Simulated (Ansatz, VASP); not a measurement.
## Ir: VASP beside Ansatz

File POSCAR:

```
Ir
1.0
    2.7695994713      0.0000000000      0.0000000000
   -1.3847997356      2.3985435004      0.0000000000
    0.0000000000      0.0000000000      4.4918424506
Ir
2
Direct
    0.3333333333      0.6666666667      0.2500000000
    0.6666666667      0.3333333333      0.7500000000
```

Contents of INCAR.step1:

```
SYSTEM = Ir
PREC = Accurate
ENCUT = 520
EDIFF = 1E-5
ISMEAR = -1
SIGMA = 0.05
LREAL = .False.
LASPH = .True.
NELM = 100
ALGO = Normal
ISIF = 2
LWAVE = .True.
LCHARG = .False.
NBANDS = 16
GGA = PE
```

Contents of INCAR.step2:

```
SYSTEM = Ir
PREC = Accurate
ENCUT = 520
EDIFF = 1E-7
ISMEAR = -1
SIGMA = 0.05
LREAL = .False.
LASPH = .True.
NELM = 100
ALGO = Normal
ISIF = 2
LWAVE = .False.
LCHARG = .False.
GGA = PE
LHFCALC = .True.
HFSCREEN = 0.2079
PRECFOCK = Normal
NBANDS = 16
ISTART = 1
```

KPOINTS

```
Automatic mesh
0
Gamma
  6 6 4
  0 0 0
```

Contents of input:

```
crystal:
  lattice:
    - [2.7695994713, 0.0, 0.0]
    - [-1.3847997356, 2.3985435004, 0.0]
    - [0.0, 0.0, 4.4918424506]
  atoms:
    - { symbol: Ir, position: [0.3333333333, 0.6666666667, 0.25] }
    - { symbol: Ir, position: [0.6666666667, 0.3333333333, 0.75] }
hamiltonian:
  xc: hse06
  pseudopotentials: { kind: paw }
kpoints:
  mp_grid: { grid: [6, 6, 4] }
scf:
  occupations: { method: fermi_dirac, width: 0.05 }
output:
  forces: true
  stress: true
  eigenvalues: true
```

Alike in both runs: task single point; functional HSE06; k mesh 6 × 6 × 4; occupations fermi-dirac, width 0.05 eV; no spin polarisation.

|  | VASP | Ansatz |
| --- | --- | --- |
| version | VASP 6.6.1 | Ansatz 0.2.0 |
| potentials or method | VASP PAW PBE potentials, release 64 (Ir) | Ansatz PAW |
| plane-wave cutoff (eV) | 520 | 420 |
| valence electrons in the cell | 18 | 34 |

```csv
,VASP,Ansatz,Ansatz less VASP
gap on the k mesh at the Fermi level (eV),none,none,-
pressure (GPa),-18.9,-21.1,-2.16
"traceless stress, the component that is largest in VASP (GPa)",-5.47,-5.57,-0.102
```

A gap of «none» marks a metal or a gap that the smearing closes. VASP's potentials hold 18 valence electrons a cell and Ansatz's 34, so a difference there can come from the potentials and not from the codes.

The k mesh is coarse, so the values compare programs but aren't converged. Spin-orbit coupling is off throughout.
